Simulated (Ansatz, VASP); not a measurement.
## One calculation of AlN, two programs

```
Al N
1.0
     0.00000    2.18488    2.25042
     2.18488    0.00000    2.25042
     2.18488    2.18488    0.00000
Al N
1 1
Direct
  0.00000 0.00000 0.00000
  0.25000 0.25000 0.25000
```

Change from the starting cell: uniaxial_z strain +3.0%.

Alike in both runs: task single point; functional PBE; k mesh 10 × 10 × 10; occupations fermi-dirac, width 0.02 eV; no spin polarisation.

```csv
,VASP,Ansatz
version,VASP 6.6.1,Ansatz 0.2.0
potentials or method,"VASP PAW PBE potentials, release 64 (Al, N)","plane waves, PAW"
plane-wave cutoff (eV),520,420
valence electrons in the cell,8,8
```

VASP gave:

| Quantity | Value |
| --- | --- |
| gap on the k mesh at the Fermi level (eV) | 3.22 |
| pressure (GPa) | -1.6 |
| traceless stress, the component that is largest in VASP (GPa) | -2.89 |

What did Ansatz give for the same quantities?

gap on the k mesh at the Fermi level (eV): 3.22; pressure (GPa): -1.3; traceless stress, the component that is largest in VASP (GPa): -2.87.

The functional is the same, so the differences come from potentials, cutoffs and numerics.
